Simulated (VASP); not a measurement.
Crystal: Pd.

```
Pd
1.0
     0.00000    1.97119    1.97119
     1.97119    0.00000    1.97119
     1.97119    1.97119    0.00000
Pd
1
Direct
  0.00000 0.00000 0.00000
```

```yaml
Program: VASP 6.6.1
Task: relaxation of cell and atoms
Functional: PBEsol
Potentials_or_basis: VASP PAW PBE potentials, release 64 (Pd)
Cutoff: 600 eV
k_mesh: 18 × 18 × 18
Occupations: gaussian, width 0.1 eV
Spin: no spin polarisation
```

At the start: pressure -9.5 GPa; volume 15.32 Å³/atom.

Problem. Where does the relaxation end?

Solution. Over 4 steps the energy falls by 25.0 meV/atom and the volume is 14.52 Å³/atom (-5.2 %); space group Fm-3m (No. 225, to 0.1 Å) before and after.

The path:
| step | energy change (eV) | largest force (eV/Å) | pressure (GPa) | volume (Å³) |
| --- | --- | --- | --- | --- |
| 1 | 0.0000 | 0.0000 | -9.49 | 15.32 |
| 2 | 0.0420 | 0.0000 | 20.75 | 13.39 |
| 3 | -0.0250 | 0.0000 | -0.24 | 14.54 |
| 4 | -0.0250 | 0.0000 | -0.02 | 14.52 |

Final structure:
```xyz
1
Lattice="0.0000 1.9365 1.9365 1.9365 0.0000 1.9365 1.9365 1.9365 0.0000" Properties=species:S:1:pos:R:3 pbc="T T T"
Pd    0.0000    0.0000    0.0000
```

Caveat: the PAW data sets were made with another functional, which shifts forces and pressure a little.
